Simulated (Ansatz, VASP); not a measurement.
**MgS: VASP beside Ansatz**

File POSCAR:

```
MgS
1.0
    0.0000000000      2.8308768389      2.8308768389
    2.8308768389      0.0000000000      2.8308768389
    2.8308768389      2.8308768389      0.0000000000
Mg S
1 1
Direct
    0.0000000000      0.0000000000      0.0000000000
    0.2500000000      0.2500000000      0.2500000000
```

INCAR.step1

```
SYSTEM = MgS
PREC = Accurate
ENCUT = 660
ISMEAR = 0
SIGMA = 0.01
LREAL = .False.
LASPH = .True.
NELM = 120
NBANDS = 11
GGA = PE
ALGO = Normal
EDIFF = 1E-5
LWAVE = .True.
LCHARG = .False.
GGA_COMPAT = .False.
```

File INCAR.step2:

```
SYSTEM = MgS
PREC = Accurate
ENCUT = 660
EDIFF = 1E-6
ISMEAR = 0
SIGMA = 0.01
LREAL = .False.
LASPH = .True.
NELM = 120
ALGO = Normal
ISIF = 2
LWAVE = .False.
LCHARG = .False.
METAGGA = R2SCAN
LMIXTAU = .True.
NBANDS = 11
ISTART = 1
GGA_COMPAT = .False.
```

KPOINTS

```
Automatic mesh
0
Gamma
  6 6 6
  0 0 0
```

Input for Ansatz:

```yaml
crystal:
  lattice:
    - [0.0, 2.8308768389, 2.8308768389]
    - [2.8308768389, 0.0, 2.8308768389]
    - [2.8308768389, 2.8308768389, 0.0]
  atoms:
    - { symbol: Mg, position: [0.0, 0.0, 0.0] }
    - { symbol: S, position: [0.25, 0.25, 0.25] }
kpoints:
  mp_grid: { grid: [6, 6, 6] }
hamiltonian:
  xc: r2scan
scf:
  occupations: { method: fixed }
output:
  optics:
    e_range: [0, 17]
    de: 0.05
    sigma: 0.1
    bands: { spectra_wanted_up_to: 17 }
  write_density: true
  write_potential: true
  elf: true
  volumetric_format: npy
```

Alike in both runs: task single point; functional r2SCAN; k mesh 6 × 6 × 6; no spin polarisation.

|  | VASP | Ansatz |
| --- | --- | --- |
| version | VASP 6.6.1 | Ansatz 0.2.0 |
| potentials or method | VASP PAW PBE potentials, release 64 (Mg, S) | plane waves, PAW |
| plane-wave cutoff (eV) | 660 | 500 |
| occupations | gaussian, width 0.01 eV | fixed |
| valence electrons in the cell | 8 | 16 |

Ansatz gave:

* gap on the k mesh at the Fermi level (eV): 4.14

Q: What did VASP give for the same quantities?

A: gap on the k mesh at the Fermi level (eV): 4.13.

VASP's potentials were made for PBE, not for r2SCAN. VASP's potentials hold 8 valence electrons a cell and Ansatz's 16, so a difference there can come from the potentials and not from the codes.
